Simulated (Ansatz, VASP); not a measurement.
# One calculation of V2O3, two programs

```
V O
1.0
     2.48850    1.43674    4.66164
    -2.48850    1.43674    4.66164
     0.00000   -2.87348    4.66164
V O
4 6
Direct
  0.34763 0.34763 0.34763
  0.15237 0.15237 0.15237
  0.65237 0.65237 0.65237
  0.84763 0.84763 0.84763
  0.93851 0.25000 0.56149
  0.56149 0.93851 0.25000
  0.25000 0.56149 0.93851
  0.06149 0.75000 0.43851
  0.43851 0.06149 0.75000
  0.75000 0.43851 0.06149
```

Alike in both runs: functional r2SCAN; k mesh 6 × 6 × 6; occupations gaussian, width 0.1 eV; collinear spin.

Ansatz relaxed the structure, and its values are those at the end. VASP's run is a single point on that final structure, the one shown.

```csv
,VASP,Ansatz
version,VASP 6.6.1,Ansatz 0.2.0
potentials or method,"VASP PAW PBE potentials, release 64 (V_sv, O), cutoff 660 eV","scalar-relativistic, plane waves, PAW"
valence electrons in the cell,88,88
```

VASP gave:

| Quantity | Value |
| --- | --- |
| gap on the k mesh at the Fermi level (eV) | none |
| pressure (GPa) | 1.0 |
| rms of the force components (eV/Å) | 0.008 |
| net moment per atom (μB) | 0.80 |
| size of the moment on the site where the two differ most (μB) | 1.90 |

Task: What did Ansatz give for the same quantities?

Result: gap on the k mesh at the Fermi level (eV): none; pressure (GPa): 0.1; rms of the force components (eV/Å): 0.006; net moment per atom (μB): 0.80; size of the moment on the site where the two differ most (μB): 1.54.

VASP's potentials were made for PBE, not for r2SCAN. Site moments also hang on the region over which each program counts them. A gap of «none» marks a metal or a gap that the smearing closes. The functional is the same, so the differences come from potentials, cutoffs and numerics.
